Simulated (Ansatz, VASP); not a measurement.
# Two plane-wave programs on C

Contents of INCAR:

```
PREC = Accurate
ENCUT = 520
EDIFF = 1E-6
ISMEAR = 0
SIGMA = 0.05
LREAL = False
LASPH = True
NELM = 100
ALGO = Normal
ISIF = 2
LWAVE = False
LCHARG = False
GGA = PE
NBANDS = 11
```

KPOINTS

```
regular mesh
0
Gamma
  12 12 12
```

File POSCAR:

```
C
1.0
    0.0000000000      1.8336628511      1.6869698230
    1.8336628511      0.0000000000      1.6869698230
    1.8336628511      1.8336628511      0.0000000000
C
2
Direct
    0.5000000000      0.5000000000      0.5000000000
    0.7500000000      0.7500000000      0.7500000000
```

Input for Ansatz:

```yaml
crystal:
  lattice:
    - [0.0, 1.8336628511, 1.686969823]
    - [1.8336628511, 0.0, 1.686969823]
    - [1.8336628511, 1.8336628511, 0.0]
  atoms:
    - { symbol: C, position: [0.5, 0.5, 0.5] }
    - { symbol: C, position: [0.75, 0.75, 0.75] }
basis:
  ecutwfc: 420
kpoints:
  mp_grid: { grid: [12, 12, 12] }
hamiltonian:
  xc: pbe
scf:
  occupations: { method: gaussian, width: 0.05 }
output:
  forces: true
  stress: true
  eigenvalues: true
```

Alike in both runs: task single point; functional PBE; k mesh 12 × 12 × 12; occupations gaussian, width 0.05 eV; no spin polarisation.

|  | VASP | Ansatz |
| --- | --- | --- |
| version | VASP 6.6.1 | Ansatz 0.2.0 |
| potentials or method | VASP PAW PBE potentials, release 64 (C), cutoff 520 eV | scalar-relativistic, plane waves, PAW |
| valence electrons in the cell | 8 | 8 |

```tsv
	VASP	Ansatz	Ansatz less VASP
gap on the k mesh at the Fermi level (eV)	2.12	2.13	+0.007
least direct gap on the mesh (eV)	4.21	4.21	+0.004
pressure (GPa)	2.5	1.9	-0.66
traceless stress, the component that is largest in VASP (GPa)	47.17	47.21	+0.041
```
